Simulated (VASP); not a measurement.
# TaN (P6/mmm) in VASP: further runs

The runs below take TaN through electric field gradients, with LDA.

Everything below comes from runs of VASP 6.6.1. Logs are shortened: lines on timing, memory, paths and dates and some standing lists are left out, and cuts for length are marked.

### Step 1. The cell of the first run

The structure is hexagonal, space group P6/mmm (No. 191). Conventional cell: a = 5.029 Å, b = 5.029 Å, c = 2.908 Å, α = 90.00°, β = 90.00°, γ = 120.00°. Within 3.3 Å of Ta (site symmetry 6/mmm) lie 6 N at 2.51 Å and 14 Ta at 2.91 to 3.25 Å. Within 2.7 Å of Ta (site symmetry -6m2) lie 6 N at 2.05 Å. Within 2.7 Å of N (site symmetry mmm) lie 6 Ta at 2.05 to 2.51 Å and 4 N at 2.51 Å.

### Step 2. Electric field gradients, LDA (equal xx and yy strain of -3 %)

File INCAR:

```
SYSTEM = TaN
PREC     = Accurate       ! precision mode
ENCUT    = 520            ! plane-wave cutoff, eV
EDIFF    = 1E-8           ! SCF threshold, eV
ISMEAR   = -1             ! smearing method
SIGMA    = 0.03           ! smearing width, eV
LREAL    = .FALSE.        ! projectors in reciprocal space
LASPH    = .TRUE.         ! aspherical terms in the spheres
NELM     = 60             ! most SCF steps
ALGO     = Normal         ! electronic algorithm
ISIF     = 2              ! what is computed and relaxed
LWAVE    = .FALSE.        ! write WAVECAR
LCHARG   = .FALSE.        ! write CHGCAR
LEFG     = .TRUE.       
NBANDS   = 33             ! bands
```

File KPOINTS:

```
regular mesh
0
G
  5 5 8
  0 0 0
```

File POSCAR:

```
TaN
1.0
    5.0294492781      0.0000000000      0.0000000000
   -2.5147246391      4.3556308419      0.0000000000
    0.0000000000      0.0000000000      2.9080000000
Ta N
3 3
Direct
    0.0000000000      0.0000000000      0.0000000000
    0.3333333333      0.6666666667      0.5000000000
    0.6666666667      0.3333333333      0.5000000000
    0.5000000000      0.0000000000      0.0000000000
    0.5000000000      0.5000000000      0.0000000000
    0.0000000000      0.5000000000      0.0000000000
```

Potentials or basis: VASP PAW LDA potentials, release 64 (Ta_pv, N).

Started as:

```sh
$ cat potpaw_LDA.64/Ta_pv/POTCAR potpaw_LDA.64/N/POTCAR > POTCAR
$ mpirun -np 1 vasp_std > vasp.out
```

OUTCAR:

```text
SYSTEM = TaN
   PREC = Accurate
   ENCUT = 520
   EDIFF = 1E-8
   ISMEAR = -1
   LREAL = .FALSE.
   LASPH = .TRUE.
   NELM = 60
   ISIF = 2

 ion  position               nearest neighbor table
   1  0.000  0.000  0.000-   5 2.51   5 2.51   4 2.51   4 2.51   6 2.51   6 2.51   3 3.25   3 3.25
                             2 3.25   2 3.25   2 3.25   3 3.25   2 3.25   3 3.25   2 3.25   3 3.25
   2  0.333  0.667  0.500-   6 2.05   6 2.05   4 2.05   4 2.05   5 2.05   5 2.05   3 2.90   3 2.90
                             3 2.90   1 3.25   1 3.25   1 3.25   1 3.25   1 3.25   1 3.25
   3  0.667  0.333  0.500-   6 2.05   6 2.05   4 2.05   4 2.05   5 2.05   5 2.05   2 2.90   2 2.90
                             2 2.90   1 3.25   1 3.25   1 3.25   1 3.25   1 3.25   1 3.25
   4  0.500  0.000  0.000-   2 2.05   3 2.05   2 2.05   3 2.05   1 2.51   1 2.51
   5  0.500  0.500  0.000-   2 2.05   3 2.05   2 2.05   3 2.05   1 2.51   1 2.51
   6  0.000  0.500  0.000-   2 2.05   3 2.05   2 2.05   3 2.05   1 2.51   1 2.51

  LATTYP: Found a hexagonal cell.
 ALAT       =     5.0294492781
 C/A-ratio  =     0.5781945178

  Lattice vectors:

 A1 = (   5.0294492781,   0.0000000000,   0.0000000000)
 A2 = (  -2.5147246391,   4.3556308419,   0.0000000000)
 A3 = (   0.0000000000,   0.0000000000,   2.9080000000)

Analysis of symmetry for initial positions (statically):
=====================================================================
 Subroutine PRICEL returns:
 Original cell was already a primitive cell.

 Routine SETGRP: Setting up the symmetry group for a
 hexagonal supercell.

 Subroutine GETGRP returns: Found 24 space group operations
 (whereof 24 operations were pure point group operations)
 out of a pool of 24 trial point group operations.

The static configuration has the point symmetry D_6h.

Analysis of symmetry for dynamics (positions and initial velocities):
=====================================================================
 Subroutine PRICEL returns:
 Original cell was already a primitive cell.

 Routine SETGRP: Setting up the symmetry group for a
 hexagonal supercell.

 Subroutine GETGRP returns: Found 24 space group operations
 (whereof 24 operations were pure point group operations)
 out of a pool of 24 trial point group operations.

The dynamic configuration has the point symmetry D_6h.

 Subroutine INISYM returns: Found 24 space group operations
 (whereof 24 operations are pure point group operations),
 and found     1 'primitive' translations

----------------------------------------------------------------------------------------

                                     Primitive cell

  volume of cell :      63.7039

  direct lattice vectors                    reciprocal lattice vectors
     5.029449278  0.000000000  0.000000000     0.198828926  0.114793934  0.000000000
    -2.514724639  4.355630842  0.000000000     0.000000000  0.229587868  0.000000000
     0.000000000  0.000000000  2.908000000     0.000000000  0.000000000  0.343878955

  length of vectors
     5.029449278  5.029449278  2.908000000     0.229587868  0.229587868  0.343878955

  position of ions in fractional coordinates (direct lattice)
     0.000000000  0.000000000  0.000000000
     0.333333333  0.666666667  0.500000000
     0.666666667  0.333333333  0.500000000
     0.500000000  0.000000000  0.000000000
     0.500000000  0.500000000  0.000000000
     1.000000000  0.500000000  0.000000000

  ion indices of the primitive-cell ions
   primitive index   ion index
                 1           1
                 2           2
                 3           3
                 4           4
                 5           5
                 6           6

----------------------------------------------------------------------------------------

 KPOINTS: regular mesh

Automatic generation of k-mesh.
 Grid dimensions read from file:
 generate k-points for:    5    5    8

 Generating k-lattice:

[... 57 lines left out ...]
   LASPH  =      T    aspherical Exc in radial PAW
   ENCUT  =  520.0 eV  38.22 Ry    6.18 a.u.   9.35  9.35  5.41*2*pi/ulx,y,z
   NELM   =     60;   NELMIN=  2; NELMDL= -5     # of ELM steps
   EDIFF  = 0.1E-07   stopping-criterion for ELM
   LREAL  =      F    real-space projection
   EDIFFG = 0.1E-06   stopping-criterion for IOM
   NSW    =      0    number of steps for IOM
   IBRION =     -1    ionic relax: 0-MD 1-quasi-New 2-CG
   NFREE  =      0    steps in history (QN), initial steepest desc. (CG)
   ISIF   =      2    stress and relaxation
   ISYM   =      2    0-nonsym 1-usesym 2-fastsym
   POTIM  = 0.5000    time-step for ionic-motion
   TEBEG  =    0.0;   TEEND  =   0.0 temperature during run
   PSTRESS=    0.0 pullay stress
   NELECT =      48.0000    total number of electrons
   NUPDOWN=      -1.0000    fix difference up-down
   EMIN   =  10.00;   EMAX   =-10.00  energy-range for DOS
   EFERMI =   0.00;   METHOD = LEGACY
   ISMEAR =    -1;   SIGMA  =   0.03  broadening in eV -4-tet -1-fermi 0-gaus
   EFERMI_NEDOS =   21; number of points for ismear=-14 and -15
   IALGO  =     38    algorithm
   IMIX   =      4    mixing-type and parameters
     AMIX     =   0.40;   BMIX     =  1.00
     AMIX_MAG =   1.60;   BMIX_MAG =  1.00
  volume/ion in A,a.u.               =      10.62        71.65
  Fermi-wavevector in a.u.,A,eV,Ry     =   1.489704  2.815132 30.194288  2.219218
  Thomas-Fermi vector in A             =   2.602579
   LORBIT       =      0    0 simple, 1 ext, 2 COOP (PROOUT), +10 PAW based schemes
   GGA     = CA    functional components
   LHFCALC =     F    Hartree Fock is set to
   AEXX    =    0.0000 exact exchange contribution
   IVDW    =     0    specifies the selected vdW correction
   LEPSILON=     F    determine dielectric tensor
   LRPA    =     F    only Hartree local field effects (RPA)
 non-spin polarized calculation
  energy-cutoff  :      520.00
  volume of cell :       63.70
 maximum number of plane-waves:      1732
 NGX is ok and might be reduce to    40
   NGX = 19   NGY = 19   NGZ = 11

 number of electron      47.9999999 magnetization

 Free energy of the ion-electron system (eV)
  ---------------------------------------------------
  ext. energy  EPLUGINS =         0.00000000
  ---------------------------------------------------
  free energy    TOTEN  =       -71.14486192 eV

  energy without entropy =      -71.14420062  energy(sigma->0) =      -71.14453127

 E-fermi :   8.7155     XC(G=0): -13.6223

 val. band max:        8.5693182350   @ k =   0.2000   0.0000   0.3750
 cond. band min:       8.8381950505   @ k =   0.2000   0.0000   0.2500
 fundamental gap:      0.2688768156
 Fermi energy:         8.7154512370

 k-point     1 :       0.0000    0.0000    0.0000
  band No.  band energies     occupation
      1     -27.2534      2.00000
      2     -27.2534      2.00000
      3     -26.7921      2.00000
      4     -26.7921      2.00000
      5     -26.5807      2.00000
      6     -26.4061      2.00000
[... 853 lines left out ...]
     32      13.1416      0.00000
     33      14.6636      0.00000

 [... further k-points ...]

------------------------ aborting loop because EDIFF is reached ----------------------------------------

  FORCE on cell =-STRESS in cart. coord.  units (eV):
  Direction    XX          YY          ZZ          XY          YZ          ZX
  --------------------------------------------------------------------------------------
  -------------------------------------------------------------------------------------
  Total        7.7452974      7.7452974      4.5394955     -0.0000000      0.0000000     -0.0000000
  in kB      194.7972329    194.7972329    114.1700711     -0.0000000      0.0000000     -0.0000000
  external PRESSURE =     167.9215123 kB  Pullay stress =       0.0000000 kB

 VOLUME and BASIS-vectors are now :
 -----------------------------------------------------------------------------
  energy-cutoff  :      520.00
  volume of cell :       63.70
      direct lattice vectors                 reciprocal lattice vectors
     5.029449278  0.000000000  0.000000000     0.198828926  0.114793934  0.000000000
    -2.514724639  4.355630842  0.000000000     0.000000000  0.229587868  0.000000000
     0.000000000  0.000000000  2.908000000     0.000000000  0.000000000  0.343878955

 POSITION                                       TOTAL-FORCE (eV/Angst)
 -----------------------------------------------------------------------------------
      0.00000      0.00000      0.00000         0.000000      0.000000     -0.000000
     -0.00000      2.90375      1.45400         0.000000     -0.000000     -0.000000
      2.51472      1.45188      1.45400        -0.000000      0.000000      0.000000
      2.51472      0.00000      0.00000         0.000000      0.000000     -0.000000
      1.25736      2.17782      0.00000         0.000000      0.000000     -0.000000
     -1.25736      2.17782      0.00000         0.000000      0.000000     -0.000000
 -----------------------------------------------------------------------------------
    total drift:                               -0.000000      0.000000     -0.000000

  FREE ENERGIE OF THE ION-ELECTRON SYSTEM (eV)
  ---------------------------------------------------
  free  energy   TOTEN  =       -71.1448619182 eV

  energy  without entropy=      -71.1442006161  energy(sigma->0) =      -71.14453127

 Electric field gradients (V/A^2)
---------------------------------------------------------------------
 ion       V_xx      V_yy      V_zz      V_xy      V_xz      V_yz
---------------------------------------------------------------------
   1     160.506   160.505  -321.012    -0.001    -0.000     0.000
   2     200.001   200.000  -400.001    -0.000     0.000    -0.000
   3     200.001   200.000  -400.001    -0.000     0.000    -0.000
   4      36.006   -33.251    -2.755     0.001     0.000     0.000
   5     -15.937    18.691    -2.754    29.989     0.000    -0.000
   6     -15.937    18.692    -2.755   -29.989    -0.000     0.000
---------------------------------------------------------------------

 Electric field gradients after diagonalization (V/A^2)
 (convention: |V_zz| > |V_xx| > |V_yy|)
----------------------------------------------------------------------
 ion       V_xx      V_yy      V_zz     asymmetry (V_yy - V_xx)/ V_zz
----------------------------------------------------------------------
   1     160.507   160.505  -321.012       0.000
   2     200.001   200.000  -400.001       0.000
   3     200.001   200.000  -400.001       0.000
   4     -33.251    -2.755    36.006       0.847
   5     -33.251    -2.754    36.005       0.847
   6     -33.251    -2.755    36.006       0.847
----------------------------------------------------------------------

           NMR quadrupolar parameters

 Cq : quadrupolar parameter    Cq=e*Q*V_zz/h
 eta: asymmetry parameters     (V_yy - V_xx)/ V_zz
 Q  : nuclear electric quadrupole moment in mb (millibarn)
----------------------------------------------------------------------
 ion       Cq(MHz)       eta       Q (mb)
----------------------------------------------------------------------
   1      -0.776       0.000       1.000
   2      -0.967       0.000       1.000
   3      -0.967       0.000       1.000
   4       0.087       0.847       1.000
   5       0.087       0.847       1.000
   6       0.087       0.847       1.000
----------------------------------------------------------------------
```

It took 87 s on 1 thread of AMD EPYC 7R13, shared host; peak memory 0.16 GiB.

What came out:

* Free energy: -71.1449 eV
* Pressure: 16.8 GPa
* Band gap on the k mesh: zero (bands 24 and 25 overlap by 2.30 eV)
* Largest electric field gradient by atom: Ta -321.0, -400.0 (each value once); N +36.0 V/Å²

Stress tensor (GPa, compression positive):
```
19.48  0.00  0.00
 0.00 19.48  0.00
 0.00  0.00 11.42
```

Electric field gradients, principal values (V/Å²):
| atom | least | middle | greatest (by size) |
| --- | --- | --- | --- |
| 1 Ta | 160.505 | 160.507 | -321.012 |
| 2 Ta | 200.000 | 200.001 | -400.001 |
| 3 Ta | 200.000 | 200.001 | -400.001 |
| 4 N | -2.755 | -33.251 | 36.006 |
| 5 N | -2.754 | -33.251 | 36.005 |
| 6 N | -2.755 | -33.251 | 36.006 |

Caveat: the cell differs from its parent crystal (equal xx and yy strain of -3 %); the stress differs along the axes, from 11 to 19 GPa; without QUAD_EFG the Cq values of the log hold for a quadrupole moment of 1 mb, not for the nuclei; spin-orbit coupling is left out, which moves the levels of the heavy elements.

### Step 3. Electric field gradients, LDA (equal xx and yy strain of -3 %)

File INCAR:

```
PREC = Accurate
ENCUT = 520
EDIFF = 1E-8
ISMEAR = -1
SIGMA = 0.03
LREAL = False
LASPH = True
NELM = 100
ALGO = Normal
ISIF = 2
LWAVE = False
LCHARG = False
GGA = CA
LEFG = True
NBANDS = 33
```

File KPOINTS:

```
Automatic mesh
0
Gamma
  5 5 8
```

POSCAR is that of step 2.

Potentials or basis: VASP PAW LDA potentials, release 64 (Ta_pv, N).

Started as:

```sh
$ cat potpaw_LDA.64/Ta_pv/POTCAR potpaw_LDA.64/N/POTCAR > POTCAR
$ mpirun -np 1 vasp_std > vasp.out
```

OUTCAR:

```text
PREC = Accurate
   ENCUT = 520
   EDIFF = 1E-8
   ISMEAR = -1
   LREAL = False
   LASPH = True
   NELM = 100
   ISIF = 2
   GGA = CA

 ion  position               nearest neighbor table
   1  0.000  0.000  0.000-   5 2.51   5 2.51   4 2.51   4 2.51   6 2.51   6 2.51   3 3.25   3 3.25
                             2 3.25   2 3.25   2 3.25   3 3.25   2 3.25   3 3.25   2 3.25   3 3.25
   2  0.333  0.667  0.500-   6 2.05   6 2.05   4 2.05   4 2.05   5 2.05   5 2.05   3 2.90   3 2.90
                             3 2.90   1 3.25   1 3.25   1 3.25   1 3.25   1 3.25   1 3.25
   3  0.667  0.333  0.500-   6 2.05   6 2.05   4 2.05   4 2.05   5 2.05   5 2.05   2 2.90   2 2.90
                             2 2.90   1 3.25   1 3.25   1 3.25   1 3.25   1 3.25   1 3.25
   4  0.500  0.000  0.000-   2 2.05   3 2.05   2 2.05   3 2.05   1 2.51   1 2.51
   5  0.500  0.500  0.000-   2 2.05   3 2.05   2 2.05   3 2.05   1 2.51   1 2.51
   6  0.000  0.500  0.000-   2 2.05   3 2.05   2 2.05   3 2.05   1 2.51   1 2.51

  LATTYP: Found a hexagonal cell.
[... 1110 lines left out ...]

 Electric field gradients after diagonalization (V/A^2)
 (convention: |V_zz| > |V_xx| > |V_yy|)
----------------------------------------------------------------------
 ion       V_xx      V_yy      V_zz     asymmetry (V_yy - V_xx)/ V_zz
----------------------------------------------------------------------
   1     160.507   160.505  -321.012       0.000
   2     200.001   200.000  -400.001       0.000
   3     200.001   200.000  -400.001       0.000
   4     -33.251    -2.755    36.006       0.847
   5     -33.251    -2.754    36.005       0.847
   6     -33.251    -2.755    36.006       0.847
----------------------------------------------------------------------

           NMR quadrupolar parameters

 Cq : quadrupolar parameter    Cq=e*Q*V_zz/h
 eta: asymmetry parameters     (V_yy - V_xx)/ V_zz
 Q  : nuclear electric quadrupole moment in mb (millibarn)
----------------------------------------------------------------------
 ion       Cq(MHz)       eta       Q (mb)
----------------------------------------------------------------------
   1      -0.776       0.000       1.000
   2      -0.967       0.000       1.000
   3      -0.967       0.000       1.000
   4       0.087       0.847       1.000
   5       0.087       0.847       1.000
   6       0.087       0.847       1.000
----------------------------------------------------------------------
```

It took 87 s on 1 thread of AMD EPYC 7R13, shared host; peak memory 0.16 GiB.

Results:

```
Free energy                             : -71.1449 eV
Pressure                                : 16.8 GPa
Band gap on the k mesh                  : zero (bands 24 and 25 overlap by 2.30 eV)
Largest electric field gradient by atom : Ta -321.0, -400.0 (each value once); N +36.0 V/Å²
```

Stress tensor (GPa, compression positive):
```
19.48  0.00  0.00
 0.00 19.48  0.00
 0.00  0.00 11.42
```

Levels at points of the mesh, in eV from the Fermi level:
```tsv
k point	band 20	band 21	band 22	band 23	band 24	band 25	band 26	band 27	band 28	band 29
(0.00, 0.00, 0.00)	-2.82	-2.82	-2.47	-1.94	-1.31	-1.31	0.56	0.56	1.79	2.40
(0.00, 0.00, 0.50)	-4.04	-3.00	-3.00	-1.92	0.98	0.98	1.20	2.15	2.93	2.93
```

Electric field gradients, principal values (V/Å²):
| atom | least | middle | greatest (by size) |
| --- | --- | --- | --- |
| 1 Ta | 160.505 | 160.507 | -321.012 |
| 2 Ta | 200.000 | 200.001 | -400.001 |
| 3 Ta | 200.000 | 200.001 | -400.001 |
| 4 N | -2.755 | -33.251 | 36.006 |
| 5 N | -2.754 | -33.251 | 36.005 |
| 6 N | -2.755 | -33.251 | 36.006 |

Caveat: the cell differs from its parent crystal (equal xx and yy strain of -3 %); the stress differs along the axes, from 11 to 19 GPa; without QUAD_EFG the Cq values of the log hold for a quadrupole moment of 1 mb, not for the nuclei; spin-orbit coupling is left out, which moves the levels of the heavy elements.

[end of part 1 of 3]

The gap in the log of VASP goes by the Fermi energy; the results here count the filled bands.